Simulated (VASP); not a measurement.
Input of a VASP 6.6.1 run:

Contents of INCAR:

```
SYSTEM = BN
PREC     = Accurate       ! precision mode
ENCUT    = 520            ! plane-wave cutoff, eV
EDIFF    = 1E-8           ! SCF threshold, eV
ISMEAR   = -1             ! smearing method
SIGMA    = 0.02           ! smearing width, eV
LREAL    = .FALSE.        ! projectors in reciprocal space
LASPH    = .TRUE.         ! aspherical terms in the spheres
NELM     = 60             ! most SCF steps
ALGO     = Normal         ! electronic algorithm
ISIF     = 2              ! what is computed and relaxed
LWAVE    = .FALSE.        ! write WAVECAR
LCHARG   = .FALSE.        ! write CHGCAR
LEFG     = .TRUE.       
NBANDS   = 11             ! bands
```

File KPOINTS:

```
regular mesh
0
G
  11 11 11
  0 0 0
```

Contents of POSCAR:

```
BN
1.0
    0.0000000000      1.7953687620      1.7953687620
    1.7953687620      0.0000000000      1.7953687620
    1.7953687620      1.7953687620      0.0000000000
B N
1 1
Direct
    0.0000000000      0.0000000000      0.0000000000
    0.7500000000      0.7500000000      0.7500000000
```

Potentials or basis: VASP PAW LDA potentials, release 64 (B, N).

Run with:

```sh
$ cat potpaw_LDA.64/B/POTCAR potpaw_LDA.64/N/POTCAR > POTCAR
$ mpirun -np 1 vasp_std > vasp.out
```

**Question.** Predict the pressure.

**Answer.** -2.4 GPa.

**Question.** Estimate the band gap on the k mesh.

**Answer.** 4.47 eV, indirect (least direct gap 8.78 eV).

Caveat: without QUAD_EFG the Cq values of the log hold for a quadrupole moment of 1 mb, not for the nuclei. A k mesh can miss the band edges.
